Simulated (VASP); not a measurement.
Runs of VASP 6.6.1 on CdS. The structure is that of space group F-43m (No. 216), or close to it. The cells are those of the table. 

```tsv
cell	gap on the mesh (eV)	pressure (GPa)
a = 4.241, b = 4.115 Å, angles 61.0, 58.1, 61.0°, 2 atoms	1.40	-1.4
a = 4.054, b = 4.115 Å, angles 59.5, 61.0, 59.5°, 2 atoms	1.62	4.5
a = 4.209, b = 4.115 Å, angles 60.7, 58.5, 60.7°, 2 atoms	1.45	(a)
a = 4.178, b = 4.115 Å, angles 60.5, 59.0, 60.5°, 2 atoms	1.51	(d)
a = 4.225, b = 4.115 Å, angles 60.9, 58.3, 60.9°, 2 atoms	1.43	-1.0
a = 4.085, b = 4.115 Å, angles 59.8, 60.5, 59.8°, 2 atoms	(c)	(b)
a = 4.146, b = 4.115 Å, angles 60.2, 59.5, 60.2°, 2 atoms	1.56	1.2
```

Alike in all rows: task single point; level r2SCAN; potentials or basis VASP PAW PBE potentials, release 64 (Cd, S); no spin polarisation; k mesh 8 × 8 × 8; cutoff (eV) 520; smearing gaussian 0.05 eV.

Estimate the missing entries.

(a) -0.6; (b) 3.4; (c) 1.61; (d) 0.3.

Caveats: the PAW data sets were made with another functional, which shifts forces and pressure a little.

A k mesh can miss the band edges, and the runs leave out spin-orbit coupling on Cd.
